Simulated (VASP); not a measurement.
# H8CO6 in VASP: notebook

The runs below take H8CO6 through single point, relaxation of the atoms, with PBE+D3(BJ).

Program: VASP 6.6.1. These are calculated values, not measurements. Logs are shortened: lines on timing, memory, paths and dates and some standing lists are left out, and cuts for length are marked.

## Step 1: The cell of the first run

The cell holds an amorphous packing of atoms, 15 atoms: a = 6.230 Å, b = 6.230 Å, c = 6.230 Å, α = 90.00°, β = 90.00°, γ = 90.00°.

## Step 2: Single point, PBE+D3(BJ)

INCAR

```
SYSTEM = H8CO6
  PREC = Accurate
  ENCUT = 520
  EDIFF = 1E-6
  ISMEAR = -1
  SIGMA = 0.02
  LREAL = Auto
  LASPH = .TRUE.
  NELM = 80
  ALGO = Normal
  ISIF = 2
  LWAVE = .FALSE.
  LCHARG = .FALSE.
  GGA = PE
  IVDW = 12
  NBANDS = 37
```

KPOINTS

```
Automatic mesh
0
G
  1 1 1
  0 0 0
```

POSCAR

```
H8CO6
1.0
    6.2299620000      0.0000000000      0.0000000000
    0.0000000000      6.2299620000      0.0000000000
    0.0000000000      0.0000000000      6.2299620000
O H C
6 8 1
Direct
    0.8910327222      0.9700380195      0.1983479193
    0.6123793371      0.1294871461      0.5848671308
    0.9474536121      0.3671611480      0.9217070666
    0.3932287227      0.2449292628      0.1054581071
    0.0877372928      0.5201315835      0.4836305583
    0.3491995617      0.7167619963      0.6835996752
    0.8564097181      0.9272769240      0.0548799495
    0.8146598647      1.0746293477      0.2864062413
    0.5618814368      0.1722963960      0.4416238815
    0.6257181023     -0.0236438039      0.6054451054
    0.9233924701      0.2457478874      1.0125583431
    0.8034398926      0.3848659109      0.8289938205
    0.2508201495      0.1750090932      0.1588934250
    0.3591835713      0.3915593707      0.1609961666
    0.2182356811      0.6264243666      0.5843213811
```

Potentials or basis: VASP PAW PBE potentials, release 64 (O, H, C).

The run is started by

```
$ cat potpaw_PBE.64/O/POTCAR potpaw_PBE.64/H/POTCAR potpaw_PBE.64/C/POTCAR > POTCAR
$ mpirun -np 1 vasp_gam > vasp.out
```

OUTCAR:

```text
SYSTEM = H8CO6
   PREC = Accurate
   ENCUT = 520
   EDIFF = 1E-6
   ISMEAR = -1
   LREAL = Auto
   LASPH = .TRUE.
   NELM = 80
   ISIF = 2
   GGA = PE
   IVDW = 12
 IVDW          = 12

 ion  position               nearest neighbor table
   1  0.891  0.970  0.198-   7 0.96   8 0.98
   2  0.612  0.129  0.585-  10 0.97   9 0.98
   3  0.947  0.367  0.922-  11 0.96  12 1.07
   4  0.393  0.245  0.105-  14 1.00  13 1.04
   5  0.088  0.520  0.484-  15 1.22
   6  0.349  0.717  0.684-  15 1.17
   7  0.856  0.927  0.055-   1 0.96
   8  0.815  0.075  0.286-   1 0.98
   9  0.562  0.172  0.442-   2 0.98
  10  0.626  0.976  0.605-   2 0.97
  11  0.923  0.246  0.013-   3 0.96
  12  0.803  0.385  0.829-   3 1.07
  13  0.251  0.175  0.159-   4 1.04
  14  0.359  0.392  0.161-   4 1.00
  15  0.218  0.626  0.584-   6 1.17   5 1.22

  LATTYP: Found a simple cubic cell.
 ALAT       =     6.2299620000

  Lattice vectors:

 A1 = (   6.2299620000,   0.0000000000,   0.0000000000)
 A2 = (   0.0000000000,   6.2299620000,   0.0000000000)
 A3 = (   0.0000000000,   0.0000000000,   6.2299620000)

Analysis of symmetry for initial positions (statically):
=====================================================================
 Subroutine PRICEL returns:
 Original cell was already a primitive cell.

 Routine SETGRP: Setting up the symmetry group for a
 simple cubic supercell.

 Subroutine GETGRP returns: Found  1 space group operations
 (whereof  1 operations were pure point group operations)
 out of a pool of 48 trial point group operations.

The static configuration has the point symmetry C_1 .

Analysis of symmetry for dynamics (positions and initial velocities):
=====================================================================
 Subroutine PRICEL returns:
 Original cell was already a primitive cell.

 Routine SETGRP: Setting up the symmetry group for a
 simple cubic supercell.

 Subroutine GETGRP returns: Found  1 space group operations
 (whereof  1 operations were pure point group operations)
 out of a pool of 48 trial point group operations.

The dynamic configuration has the point symmetry C_1 .

 Subroutine INISYM returns: Found  1 space group operations
 (whereof  1 operations are pure point group operations),
 and found     1 'primitive' translations

----------------------------------------------------------------------------------------

                                     Primitive cell

  volume of cell :     241.7999

  direct lattice vectors                    reciprocal lattice vectors
     6.229962000  0.000000000  0.000000000     0.160514623  0.000000000  0.000000000
     0.000000000  6.229962000  0.000000000     0.000000000  0.160514623  0.000000000
     0.000000000  0.000000000  6.229962000     0.000000000  0.000000000  0.160514623

  length of vectors
     6.229962000  6.229962000  6.229962000     0.160514623  0.160514623  0.160514623

  position of ions in fractional coordinates (direct lattice)
     0.891032722  0.970038020  0.198347919
     0.612379337  0.129487146  0.584867131
     0.947453612  0.367161148  0.921707067
     0.393228723  0.244929263  0.105458107
     0.087737293  0.520131584  0.483630558
     0.349199562  0.716761996  0.683599675
     0.856409718  0.927276924  0.054879949
     0.814659865  0.074629348  0.286406241
     0.561881437  0.172296396  0.441623881
     0.625718102  0.976356196  0.605445105
     0.923392470  0.245747887  0.012558343
     0.803439893  0.384865911  0.828993821
     0.250820150  0.175009093  0.158893425
     0.359183571  0.391559371  0.160996167
     0.218235681  0.626424367  0.584321381

  ion indices of the primitive-cell ions
   primitive index   ion index
                 1           1
                 2           2
                 3           3
                 4           4
                 5           5
                 6           6
                 7           7
                 8           8
                 9           9
                10          10
                11          11
                12          12
                13          13
                14          14
                15          15

----------------------------------------------------------------------------------------

 KPOINTS: Automatic mesh

Automatic generation of k-mesh.
 Grid dimensions read from file:
 generate k-points for:    1    1    1

 Generating k-lattice:

  Cartesian coordinates                     Fractional coordinates (reciprocal lattice)
     0.160514623  0.000000000  0.000000000     1.000000000  0.000000000  0.000000000
     0.000000000  0.160514623  0.000000000     0.000000000  1.000000000  0.000000000
     0.000000000  0.000000000  0.160514623     0.000000000  0.000000000  1.000000000

  Length of vectors
     0.160514623  0.160514623  0.160514623

  Shift w.r.t. Gamma in fractional coordinates (k-lattice)
     0.000000000  0.000000000  0.000000000

 Subroutine IBZKPT returns following result:
 ===========================================

 Found      1 irreducible k-points:

 Following reciprocal coordinates:
            Coordinates               Weight
  0.000000  0.000000  0.000000      1.000000
   k-points           NKPTS =      1   k-points in BZ     NKDIM =      1   number of bands    NBANDS=     37
   number of dos      NEDOS =    301   number of ions     NIONS =     15
   total plane-waves  NPLWV = 110592
   dimension x,y,z NGX =    48 NGY =   48 NGZ =   48
   dimension x,y,z NGXF=    96 NGYF=   96 NGZF=   96
   ions per type =               6   8   1
   NGX,Y,Z   is equivalent  to a cutoff of  12.81, 12.81, 12.81 a.u.
   NGXF,Y,Z  is equivalent  to a cutoff of  25.62, 25.62, 25.62 a.u.
 SYSTEM =  H8CO6
   PREC   = accura    normal or accurate (medium, high low for compatibility)
   ISTART =      0    job   : 0-new  1-cont  2-samecut
   ICHARG =      2    charge: 1-file 2-atom 10-const
   ISPIN  =      1    spin polarized calculation?
   LNONCOLLINEAR =      F non collinear calculations
   LSORBIT =      F    spin-orbit coupling
   LASPH  =      T    aspherical Exc in radial PAW
   ENCUT  =  520.0 eV  38.22 Ry    6.18 a.u.  11.58 11.58 11.58*2*pi/ulx,y,z
   NELM   =     80;   NELMIN=  2; NELMDL= -5     # of ELM steps
   EDIFF  = 0.1E-05   stopping-criterion for ELM
   LREAL  =      T    real-space projection
   EDIFFG = 0.1E-04   stopping-criterion for IOM
   NSW    =      0    number of steps for IOM
   IBRION =     -1    ionic relax: 0-MD 1-quasi-New 2-CG
   NFREE  =      0    steps in history (QN), initial steepest desc. (CG)
   ISIF   =      2    stress and relaxation
   ISYM   =      2    0-nonsym 1-usesym 2-fastsym
   POTIM  = 0.5000    time-step for ionic-motion
   TEBEG  =    0.0;   TEEND  =   0.0 temperature during run
   PSTRESS=    0.0 pullay stress
   NELECT =      48.0000    total number of electrons
   NUPDOWN=      -1.0000    fix difference up-down
   EMIN   =  10.00;   EMAX   =-10.00  energy-range for DOS
   EFERMI =   0.00;   METHOD = LEGACY
   ISMEAR =    -1;   SIGMA  =   0.02  broadening in eV -4-tet -1-fermi 0-gaus
   EFERMI_NEDOS =   21; number of points for ismear=-14 and -15
   IALGO  =     38    algorithm
   IMIX   =      4    mixing-type and parameters
     AMIX     =   0.40;   BMIX     =  1.00
     AMIX_MAG =   1.60;   BMIX_MAG =  1.00
  volume/ion in A,a.u.               =      16.12       108.78
  Fermi-wavevector in a.u.,A,eV,Ry     =   0.955000  1.804688 12.408842  0.912024
  Thomas-Fermi vector in A             =   2.083797
   LORBIT       =      0    0 simple, 1 ext, 2 COOP (PROOUT), +10 PAW based schemes
   GGA     = PE    functional components
   LHFCALC =     F    Hartree Fock is set to
   AEXX    =    0.0000 exact exchange contribution
   IVDW    =    12    specifies the selected vdW correction
   LEPSILON=     F    determine dielectric tensor
   LRPA    =     F    only Hartree local field effects (RPA)
 non-spin polarized calculation
  energy-cutoff  :      520.00
  volume of cell :      241.80
 maximum number of plane-waves:      3310
 NGX is ok and might be reduce to    48
   NGX = 23   NGY = 23   NGZ = 23

 number of electron      48.0000000 magnetization

 Free energy of the ion-electron system (eV)
  ---------------------------------------------------
  ext. energy  EPLUGINS =         0.00000000
  ---------------------------------------------------
  free energy    TOTEN  =       -79.71899674 eV

  energy without entropy =      -79.71899674  energy(sigma->0) =      -79.71899674

 E-fermi :  -3.6035     XC(G=0):  -5.7404

 val. band max:       -4.1298021004   @ k =   0.0000   0.0000   0.0000
 cond. band min:      -0.2373424848   @ k =   0.0000   0.0000   0.0000
 fundamental gap:      3.8924596156
 Fermi energy:        -3.6035166893

 k-point     1 :       0.0000    0.0000    0.0000
  band No.  band energies     occupation
      1     -26.6140      2.00000
      2     -25.1159      2.00000
      3     -23.0451      2.00000
      4     -22.7791      2.00000
      5     -22.4417      2.00000
      6     -21.8334      2.00000
[... 28 lines left out ...]
     35       5.6905      0.00000
     36       6.1885      0.00000
 [bands above 36 left out]

------------------------ aborting loop because EDIFF is reached ----------------------------------------

 Edisp (eV)   -0.38983

 E8    (eV) :    -0.0827

  FORCE on cell =-STRESS in cart. coord.  units (eV):
  Direction    XX          YY          ZZ          XY          YZ          ZX
  --------------------------------------------------------------------------------------
  -------------------------------------------------------------------------------------
  Total      -6.20244    -2.36533    -3.92332    -1.22321    -1.23301    -1.92978
  in kB     -41.09766   -15.67280   -25.99613    -8.10502    -8.16997   -12.78680
  external pressure =      -27.59 kB  Pullay stress =        0.00 kB

 VOLUME and BASIS-vectors are now :
 -----------------------------------------------------------------------------
  energy-cutoff  :      520.00
  volume of cell :      241.80
      direct lattice vectors                 reciprocal lattice vectors
     6.229962000  0.000000000  0.000000000     0.160514623  0.000000000  0.000000000
     0.000000000  6.229962000  0.000000000     0.000000000  0.160514623  0.000000000
     0.000000000  0.000000000  6.229962000     0.000000000  0.000000000  0.160514623

 POSITION                                       TOTAL-FORCE (eV/Angst)
 -----------------------------------------------------------------------------------
      5.55110      6.04330      1.23570         1.875592     -0.221449      1.284206
      3.81510      0.80670      3.64370         0.434330      1.094860      0.016315
      5.90260      2.28740      5.74220        -2.541548      1.609692     -2.526310
      2.44980      1.52590      0.65700        -2.456729      0.047222      1.965318
      0.54660      3.24040      3.01300         2.486575      2.315581      1.730403
      2.17550      4.46540      4.25880         0.343241      0.483627      0.242511
      5.33540      5.77690      0.34190        -1.093393      0.444445     -0.200784
      5.07530      0.46494      1.78430        -0.618419     -0.261793     -0.927700
      3.50050      1.07340      2.75130        -0.227162     -0.774899      0.257483
      3.89820      6.08266      3.77190        -0.386973     -0.159529     -0.571243
      5.75270      1.53100      0.07824        -0.366221     -0.765383      0.481966
      5.00540      2.39770      5.16460         2.818457     -0.756738      1.907490
      1.56260      1.09030      0.98990         2.065995      0.522899     -1.019043
      2.23770      2.43940      1.00300         0.469403     -0.682252     -0.651345
      1.35960      3.90260      3.64030        -2.803147     -2.896283     -1.989268
 -----------------------------------------------------------------------------------
    total drift:                                0.006227      0.003457      0.000652

  FREE ENERGIE OF THE ION-ELECTRON SYSTEM (eV)
  ---------------------------------------------------
  free  energy   TOTEN  =       -80.1088317070 eV

  energy  without entropy=      -80.1088317070  energy(sigma->0) =      -80.10883171
```

Wall time 39 s (1 thread of AMD EPYC 7R13 (Zen 3), shared host); peak memory 0.27 GiB.

Results:

```yaml
Free_energy: -80.1088 eV
Pressure: -2.8 GPa
Largest_force: 4.495 eV/Å
Band_gap_on_the_k_mesh: 3.89 eV
Dispersion_energy_per_atom: -0.026 eV
```

Forces in eV/Å, atoms in the order of the input:
```
O    1.876 -0.221  1.284
O    0.434  1.095  0.016
O   -2.542  1.610 -2.526
O   -2.457  0.047  1.965
O    2.487  2.316  1.730
O    0.343  0.484  0.243
H   -1.093  0.444 -0.201
H   -0.618 -0.262 -0.928
H   -0.227 -0.775  0.257
H   -0.387 -0.160 -0.571
H   -0.366 -0.765  0.482
H    2.818 -0.757  1.907
H    2.066  0.523 -1.019
H    0.469 -0.682 -0.651
C   -2.803 -2.896 -1.989
```

Caveat: the k points lie up to 1.01 Å⁻¹ apart.

[end of part 1 of 2]
